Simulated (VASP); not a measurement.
# PtS2 (P-3m1) in VASP: further runs

Runs on PtS2. Level: PBE. Tasks: single point.

Program: VASP 6.6.1. These are calculated values, not measurements. Logs are shortened: lines on timing, memory, paths and dates and some standing lists are left out, and cuts for length are marked.

### 1 The cell of the first run

The structure is trigonal, space group P-3m1 (No. 164). The conventional cell has a = 3.366 Å, b = 3.366 Å, c = 5.165 Å, α = 90.00°, β = 90.00°, γ = 120.00°. Within 3.1 Å of Pt (site symmetry -3m) lie 6 S at 2.33 Å. Within 3.1 Å of S (site symmetry 3m) lie 3 Pt at 2.33 Å.

### 2 Single point, PBE (strain -0.050 along x and y, +0.025 along z)

File INCAR:

```
PREC = Accurate
ENCUT = 520
EDIFF = 1E-7
ISMEAR = 0
SIGMA = 0.05
LREAL = F
LASPH = T
NELM = 80
ALGO = Normal
ISIF = 2
LWAVE = F
LCHARG = F
GGA = PE
NBANDS = 18
```

File KPOINTS:

```
Automatic mesh
0
Gamma
  12 12 8
```

File POSCAR:

```
PtS2
1.0
    3.3660395020      0.0000000000      0.0000000000
   -1.6830197510      2.9150757189      0.0000000000
    0.0000000000      0.0000000000      5.1647700000
Pt S
1 2
Direct
    0.0000000000      0.0000000000      0.0000000000
    0.3333333333      0.6666666667      0.2500000000
    0.6666666667      0.3333333333      0.7500000000
```

Potentials or basis: VASP PAW PBE potentials, release 64 (Pt, S).

Started as:

```bash
$ cat potpaw_PBE.64/Pt/POTCAR potpaw_PBE.64/S/POTCAR > POTCAR
$ mpirun -np 1 vasp_std > vasp.out
```

OUTCAR:

```text
PREC = Accurate
   ENCUT = 520
   EDIFF = 1E-7
   ISMEAR = 0
   LREAL = F
   LASPH = T
   NELM = 80
   ISIF = 2
   GGA = PE

 ion  position               nearest neighbor table
   1  0.000  0.000  0.000-   2 2.33   3 2.33   3 2.33   2 2.33   3 2.33   2 2.33
   2  0.333  0.667  0.250-   1 2.33   1 2.33   1 2.33
   3  0.667  0.333  0.750-   1 2.33   1 2.33   1 2.33

  LATTYP: Found a hexagonal cell.
 ALAT       =     3.3660395020
 C/A-ratio  =     1.5343759326

  Lattice vectors:

 A1 = (   3.3660395020,   0.0000000000,   0.0000000000)
 A2 = (  -1.6830197510,   2.9150757189,   0.0000000000)
 A3 = (   0.0000000000,   0.0000000000,   5.1647700000)

Analysis of symmetry for initial positions (statically):
=====================================================================
 Subroutine PRICEL returns:
 Original cell was already a primitive cell.

 Routine SETGRP: Setting up the symmetry group for a
 hexagonal supercell.

 Subroutine GETGRP returns: Found 12 space group operations
 (whereof 12 operations were pure point group operations)
 out of a pool of 24 trial point group operations.

The static configuration has the point symmetry D_3d.

Analysis of symmetry for dynamics (positions and initial velocities):
=====================================================================
 Subroutine PRICEL returns:
 Original cell was already a primitive cell.

 Routine SETGRP: Setting up the symmetry group for a
 hexagonal supercell.

 Subroutine GETGRP returns: Found 12 space group operations
 (whereof 12 operations were pure point group operations)
 out of a pool of 24 trial point group operations.

The dynamic configuration has the point symmetry D_3d.

 Subroutine INISYM returns: Found 12 space group operations
 (whereof 12 operations are pure point group operations),
 and found     1 'primitive' translations

----------------------------------------------------------------------------------------

                                     Primitive cell

  volume of cell :      50.6781

  direct lattice vectors                    reciprocal lattice vectors
     3.366039502  0.000000000  0.000000000     0.297085046  0.171522131  0.000000000
    -1.683019751  2.915075719  0.000000000     0.000000000  0.343044262  0.000000000
     0.000000000  0.000000000  5.164770000     0.000000000  0.000000000  0.193619464
[... 78 lines left out ...]
   ISTART =      0    job   : 0-new  1-cont  2-samecut
   ICHARG =      2    charge: 1-file 2-atom 10-const
   ISPIN  =      1    spin polarized calculation?
   LNONCOLLINEAR =      F non collinear calculations
   LSORBIT =      F    spin-orbit coupling
   LASPH  =      T    aspherical Exc in radial PAW
   ENCUT  =  520.0 eV  38.22 Ry    6.18 a.u.   6.26  6.26  9.60*2*pi/ulx,y,z
   NELM   =     80;   NELMIN=  2; NELMDL= -5     # of ELM steps
   EDIFF  = 0.1E-06   stopping-criterion for ELM
   LREAL  =      F    real-space projection
   EDIFFG = 0.1E-05   stopping-criterion for IOM
   NSW    =      0    number of steps for IOM
   IBRION =     -1    ionic relax: 0-MD 1-quasi-New 2-CG
   NFREE  =      0    steps in history (QN), initial steepest desc. (CG)
   ISIF   =      2    stress and relaxation
   ISYM   =      2    0-nonsym 1-usesym 2-fastsym
   POTIM  = 0.5000    time-step for ionic-motion
   TEBEG  =    0.0;   TEEND  =   0.0 temperature during run
   PSTRESS=    0.0 pullay stress
   NELECT =      22.0000    total number of electrons
   NUPDOWN=      -1.0000    fix difference up-down
   EMIN   =  10.00;   EMAX   =-10.00  energy-range for DOS
   EFERMI =   0.00;   METHOD = LEGACY
   ISMEAR =     0;   SIGMA  =   0.05  broadening in eV -4-tet -1-fermi 0-gaus
   EFERMI_NEDOS =   21; number of points for ismear=-14 and -15
   IALGO  =     38    algorithm
   IMIX   =      4    mixing-type and parameters
     AMIX     =   0.40;   BMIX     =  1.00
     AMIX_MAG =   1.60;   BMIX_MAG =  1.00
  volume/ion in A,a.u.               =      16.89       114.00
  Fermi-wavevector in a.u.,A,eV,Ry     =   1.239583  2.342473 20.906260  1.536567
  Thomas-Fermi vector in A             =   2.374060
   LORBIT       =      0    0 simple, 1 ext, 2 COOP (PROOUT), +10 PAW based schemes
   GGA     = PE    functional components
   LHFCALC =     F    Hartree Fock is set to
   AEXX    =    0.0000 exact exchange contribution
   IVDW    =     0    specifies the selected vdW correction
   LEPSILON=     F    determine dielectric tensor
   LRPA    =     F    only Hartree local field effects (RPA)
 non-spin polarized calculation
 Gauss-broadening in eV      SIGMA  =   0.05
  energy-cutoff  :      520.00
  volume of cell :       50.68
 maximum number of plane-waves:      1387
 NGX is ok and might be reduce to    28
   NGX = 13   NGY = 13   NGZ = 19

 number of electron      21.9999998 magnetization

 Free energy of the ion-electron system (eV)
  ---------------------------------------------------
  ext. energy  EPLUGINS =         0.00000000
  ---------------------------------------------------
  free energy    TOTEN  =       -14.98810729 eV

  energy without entropy =      -14.98810729  energy(sigma->0) =      -14.98810729

 E-fermi :   8.1244     XC(G=0): -11.0617

 val. band max:        7.8393563456   @ k =   0.0000   0.1667   0.2500
 cond. band min:       8.5848548283   @ k =   0.2500   0.2500   0.0000
 fundamental gap:      0.7454984827
 Fermi energy:         8.1244164712

 k-point     1 :       0.0000    0.0000    0.0000
  band No.  band energies     occupation
      1      -7.9837      2.00000
      2      -5.0185      2.00000
      3       0.0808      2.00000
      4       1.0652      2.00000
      5       1.0652      2.00000
      6       3.7498      2.00000
[... 481 lines left out ...]
      5       1.3324      2.00000
      6       3.0638      2.00000
[... 10 lines left out ...]
     17      17.4872      0.00000
     18      17.7069      0.00000

 [... further k-points ...]
[... 5 lines left out ...]
  --------------------------------------------------------------------------------------
  -------------------------------------------------------------------------------------
  Total        7.2121825      7.2121825      3.1271360      0.0000000      0.0000000      0.0000000
  in kB      228.0117648    228.0117648     98.8638048      0.0000000      0.0000000      0.0000000
  external PRESSURE =     184.9624448 kB  Pullay stress =       0.0000000 kB

 VOLUME and BASIS-vectors are now :
 -----------------------------------------------------------------------------
  energy-cutoff  :      520.00
  volume of cell :       50.68
      direct lattice vectors                 reciprocal lattice vectors
     3.366039502  0.000000000  0.000000000     0.297085046  0.171522131  0.000000000
    -1.683019751  2.915075719  0.000000000     0.000000000  0.343044262  0.000000000
     0.000000000  0.000000000  5.164770000     0.000000000  0.000000000  0.193619464

 POSITION                                       TOTAL-FORCE (eV/Angst)
 -----------------------------------------------------------------------------------
      0.00000      0.00000      0.00000        -0.000000     -0.000000      0.000000
     -0.00000      1.94338      1.29119         0.000000     -0.000000      0.558969
      1.68302      0.97169      3.87358        -0.000000      0.000000     -0.558969
 -----------------------------------------------------------------------------------
    total drift:                               -0.000000     -0.000000     -0.000000

  FREE ENERGIE OF THE ION-ELECTRON SYSTEM (eV)
  ---------------------------------------------------
  free  energy   TOTEN  =       -14.9881072922 eV

  energy  without entropy=      -14.9881072922  energy(sigma->0) =      -14.98810729
```

Wall time 95 s (1 thread of Intel Xeon Platinum 8375C at 2.90GHz (Ice Lake), shared host); peak memory 0.26 GiB.

What came out:

| Item | Value |
| --- | --- |
| Free energy | -14.9881 eV |
| Pressure | 18.5 GPa |
| Largest force | 0.559 eV/Å |
| Band gap on the k mesh | 0.75 eV, indirect (least direct gap 1.00 eV) |

Forces in eV/Å, atoms in the order of the input:
```
Pt   0.000  0.000  0.000
S    0.000  0.000  0.559
S    0.000  0.000 -0.559
```

Caveat: the cell differs from its parent crystal (strain -0.050 along x and y, +0.025 along z); spin-orbit coupling is left out, which moves the levels of the heavy elements. A k mesh can miss the band edges.

### 3 Single point, PBE (strain -0.025 along x and y, -0.025 along z)

File INCAR:

```
ALGO     = Normal         # electronic algorithm
EDIFF    = 1E-7           # SCF threshold, eV
ENCUT    = 520            # plane-wave cutoff, eV
GGA      = PE             # functional
ISIF     = 2              # what is computed and relaxed
ISMEAR   = 0              # smearing method
LASPH    = True           # aspherical terms in the spheres
LCHARG   = False          # write CHGCAR
LREAL    = False          # projectors in reciprocal space
LWAVE    = False          # write WAVECAR
NBANDS   = 18             # bands
NELM     = 60             # most SCF steps
PREC     = Accurate       # precision mode
SIGMA    = 0.05           # smearing width, eV
```

File KPOINTS:

```
k-points
0
Gamma
  12 12 8
```

File POSCAR:

```
PtS2
1.0
    3.4546194889      0.0000000000      0.0000000000
   -1.7273097444      2.9917882378      0.0000000000
    0.0000000000      0.0000000000      4.9128300000
Pt S
1 2
Direct
    0.0000000000      0.0000000000      0.0000000000
    0.3333333333      0.6666666667      0.2500000000
    0.6666666667      0.3333333333      0.7500000000
```

Potentials or basis: VASP PAW PBE potentials, release 64 (Pt, S).

Started as:

```bash
$ cat potpaw_PBE.64/Pt/POTCAR potpaw_PBE.64/S/POTCAR > POTCAR
$ mpirun -np 1 vasp_std > vasp.out
```

Wall time 1.7 min (1 thread of Intel Xeon Platinum 8375C at 2.90GHz (Ice Lake), shared host); peak memory 0.26 GiB.

Results (log left out):

| Item | Value |
| --- | --- |
| Free energy | -15.1633 eV |
| Pressure | 14.9 GPa |
| Largest force | 0.654 eV/Å |
| Band gap on the k mesh | 0.64 eV, indirect (least direct gap 0.86 eV) |

Forces in eV/Å, atoms in the order of the input:
```
Pt   0.000  0.000  0.000
S    0.000  0.000  0.654
S    0.000  0.000 -0.654
```

Stress tensor (GPa, compression positive):
```
17.38  0.00  0.00
 0.00 17.38  0.00
 0.00  0.00  9.84
```

Levels at points of the mesh, in eV from the valence-band top:
```csv
k point,band 7,band 8,band 9,band 10,band 11,band 12,band 13,band 14,band 15,band 16
"(0.00, 0.00, 0.00)",-4.24,-2.43,-1.21,-1.21,0.00,1.94,1.94,4.36,5.91,7.93
"(0.50, 0.00, 0.00)",-3.89,-3.52,-3.38,-3.26,-2.68,1.41,2.70,5.68,6.31,7.80
"(0.00, 0.00, 0.50)",-4.27,-3.17,-1.56,-1.56,-1.18,2.74,2.74,5.44,7.51,7.61
"(0.50, 0.00, 0.50)",-3.59,-3.40,-2.99,-2.93,-1.60,1.49,2.44,5.05,5.18,7.23
```

Caveat: the cell differs from its parent crystal (strain -0.025 along x and y, -0.025 along z); spin-orbit coupling is left out, which moves the levels of the heavy elements. A k mesh can miss the band edges.

### 4 Single point, PBE (strain -0.050 along x and y, +0.050 along z)

File INCAR:

```
  PREC = Accurate
  ENCUT = 520
  EDIFF = 1E-6
  ISMEAR = 0
  SIGMA = 0.05
  LREAL = False
  LASPH = True
  NELM = 100
  ALGO = Normal
  ISIF = 2
  LWAVE = False
  LCHARG = True
  GGA = PE
  LELF = True
  LVHAR = True
  NBANDS = 18
```

File KPOINTS:

```
Automatic mesh
0
Gamma
  12 12 8
```

File POSCAR:

```
PtS2
1.0
    3.3660395020      0.0000000000      0.0000000000
   -1.6830197510      2.9150757189      0.0000000000
    0.0000000000      0.0000000000      5.2907400000
Pt S
1 2
Direct
    0.0000000000      0.0000000000      0.0000000000
    0.3333333333      0.6666666667      0.2500000000
    0.6666666667      0.3333333333      0.7500000000
```

Started as:

```bash
$ cat potpaw_PBE.64/Pt/POTCAR potpaw_PBE.64/S/POTCAR > POTCAR
$ mpirun -np 1 vasp_std > vasp.out
```

It took 99 s on 1 thread of Intel Xeon Platinum 8375C at 2.90GHz (Ice Lake), shared host; peak memory 0.26 GiB.

Results (log left out):

| Quantity | Value |
| --- | --- |
| Free energy | -15.0490 eV |
| Pressure | 14.4 GPa |
| Largest force | 0.127 eV/Å |
| Band gap on the k mesh | 0.78 eV, indirect (least direct gap 0.97 eV) |

Forces on the atoms (eV/Å):
```
Pt   0.000  0.000  0.000
S    0.000  0.000  0.127
S    0.000  0.000 -0.127
```

Stress tensor (GPa, compression positive):
```
18.71  0.00  0.00
 0.00 18.71  0.00
 0.00  0.00  5.80
```

Levels at points of the mesh, in eV from the valence-band top:
```
           k point  band 9  band 10  band 11  band 12  band 13  band 14
(0.00, 0.00, 0.00)   -0.68    -0.68    -0.18     2.32     2.32     5.20
(0.50, 0.00, 0.00)   -2.81    -2.72    -2.15     1.74     2.77     5.80
(0.00, 0.00, 0.50)   -1.19    -0.92    -0.92     2.85     2.85     5.83
(0.50, 0.00, 0.50)   -2.29    -2.29    -1.71     1.87     2.90     4.90
```

Caveat: the cell differs from its parent crystal (strain -0.050 along x and y, +0.050 along z); spin-orbit coupling is left out, which moves the levels of the heavy elements. A k mesh can miss the band edges.

### 5 Overview

| cell | gap on the mesh (eV) | pressure (GPa) | largest force (eV/Å) |
| --- | --- | --- | --- |
| a = 3.366, b = 3.366, c = 5.165 Å, angles 90.0, 90.0, 120.0°, 3 atoms | 0.75 | 18.5 | 0.56 |
| a = 3.455, b = 3.455, c = 4.913 Å, angles 90.0, 90.0, 120.0°, 3 atoms | 0.64 | 14.9 | 0.65 |
| a = 3.366, b = 3.366, c = 5.291 Å, angles 90.0, 90.0, 120.0°, 3 atoms | 0.78 | 14.4 | 0.13 |

Alike in all rows: task single point; level PBE; potentials or basis VASP PAW PBE potentials, release 64 (Pt, S); no spin polarisation; k mesh 12 × 12 × 8; cutoff (eV) 520; smearing gaussian 0.05 eV.

Caveats: spin-orbit coupling is left out, which moves the levels of the heavy elements.

Absolute energies hang on the potentials; compare differences alone.
